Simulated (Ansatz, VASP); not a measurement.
**In2O3 in VASP and in Ansatz**

File INCAR:

```
PREC = Accurate
ENCUT = 520
EDIFF = 1E-8
ISMEAR = -1
SIGMA = 0.02
LREAL = F
LASPH = T
NELM = 60
ALGO = Normal
ISIF = 2
LWAVE = F
LCHARG = F
GGA = PE
LEFG = T
NBANDS = 55
```

KPOINTS

```
regular mesh
0
Gamma
  7 7 7
```

File POSCAR:

```
In2O3
1.0
    2.7435000000      1.5839604635      4.8366666667
   -2.7435000000      1.5839604635      4.8366666667
    0.0000000000     -3.1679209270      4.8366666667
In O
4 6
Direct
    0.3573100000      0.3573100000      0.3573100000
    0.1426900000      0.1426900000      0.1426900000
    0.6426900000      0.6426900000      0.6426900000
    0.8573100000      0.8573100000      0.8573100000
    0.5480000000      0.9520000000      0.2500000000
    0.2500000000      0.5480000000      0.9520000000
    0.9520000000      0.2500000000      0.5480000000
    0.4520000000      0.0480000000      0.7500000000
    0.7500000000      0.4520000000      0.0480000000
    0.0480000000      0.7500000000      0.4520000000
```

Input for Ansatz:

```yaml
crystal:
  lattice:
    - [2.7435, 1.5839604635, 4.8366666667]
    - [-2.7435, 1.5839604635, 4.8366666667]
    - [0.0, -3.167920927, 4.8366666667]
  atoms:
    - { symbol: In, position: [0.35731, 0.35731, 0.35731] }
    - { symbol: In, position: [0.14269, 0.14269, 0.14269] }
    - { symbol: In, position: [0.64269, 0.64269, 0.64269] }
    - { symbol: In, position: [0.85731, 0.85731, 0.85731] }
    - { symbol: O, position: [0.548, 0.952, 0.25] }
    - { symbol: O, position: [0.25, 0.548, 0.952] }
    - { symbol: O, position: [0.952, 0.25, 0.548] }
    - { symbol: O, position: [0.452, 0.048, 0.75] }
    - { symbol: O, position: [0.75, 0.452, 0.048] }
    - { symbol: O, position: [0.048, 0.75, 0.452] }
kpoints:
  mp_grid: { grid: [7, 7, 7] }
scf:
  occupations: { method: fermi_dirac, width: 0.02 }
hamiltonian:
  xc: pbe
  pseudopotentials: { kind: paw }
output:
  forces: true
  stress: true
  populations: true
  efg:
    quadrupole_moments_barn: { In: 0.772, O: -0.02558 }
    contact_densities: true
  write_density: true
  write_potential: true
  elf: true
  volumetric_format: npy
```

Alike in both runs: task electric field gradients; functional PBE; k mesh 7 × 7 × 7; occupations fermi-dirac, width 0.02 eV; no spin polarisation.

|  | VASP | Ansatz |
| --- | --- | --- |
| version | VASP 6.6.1 | Ansatz 0.2.0 |
| potentials or method | VASP PAW PBE potentials, release 64 (In_d, O) | plane-wave PAW, scalar-relativistic |
| plane-wave cutoff (eV) | 520 | 420 |
| valence electrons in the cell | 88 | 88 |

```tsv
	VASP	Ansatz	Ansatz less VASP
gap on the k mesh at the Fermi level (eV)	1.29	1.30	+0.007
pressure (GPa)	9.0	8.4	-0.51
traceless stress, the component that is largest in VASP (GPa)	-1.06	-0.94	+0.128
rms of the force components (eV/Å)	0.062	0.057	-0.0055
size of Vzz on the site where it differs most (V/Å²)	46.0	48.5	+2.52
```

Atom by atom the forces differ by 0.008 eV/Å (rms over components). With one functional, cell and mesh, what is left measures potentials, basis and numerics.
